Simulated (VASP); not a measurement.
HfIn4SiO6:

```xyz
12
Lattice="3.2302 -5.5777 -0.0247 3.2302 5.5777 -0.0247 -1.4907 0.0000 6.3203" Properties=species:S:1:pos:R:3 pbc="T T T"
Hf    0.6440    0.0000    0.0526
In    4.1040   -1.7301    0.0202
In    4.1040    1.7301    0.0202
In    1.7482   -1.8121    3.0400
In    1.7482    1.8121    3.0400
Si    4.8557    0.0000    2.7718
O     4.0293   -1.3765    2.3731
O     4.0293    1.3765    2.3731
O    -0.2525    0.0000    1.8631
O     5.2892    0.0000    4.3477
O     1.7422   -1.5806    0.4557
O     1.7422    1.5806    0.4557
```

Program: VASP 6.6.1. Alike in all runs: task single point; potentials or basis VASP PAW PBE potentials, release 64 (Hf_pv, In_d, Si, O); no spin polarisation; cell as given; cutoff (eV) 520; smearing fermi-dirac 0.05 eV.

Problem. Order these runs on this cell by their band gap on the k mesh, lowest first.
A. level PBE+D3(BJ); k mesh 4 × 4 × 3
B. level B3LYP; k mesh 2 × 2 × 2; grid for exact exchange (PRECFOCK) Fast; share of exact exchange 0.2
C. level PBE-based screened hybrid with 25 % exact exchange; k mesh 2 × 2 × 2; grid for exact exchange (PRECFOCK) Fast; share of exact exchange 0.25; screening parameter 0.3 1/Å

Solution. A (0.55 eV), C (1.37 eV), B (2.16 eV).

Caveats: some runs use coarse meshes; spin-orbit coupling is left out, which moves the levels of the heavy elements; three body term missing (at least some runs); an odd mesh through Γ misses points on the zone boundary, where band edges can lie (at least some runs).
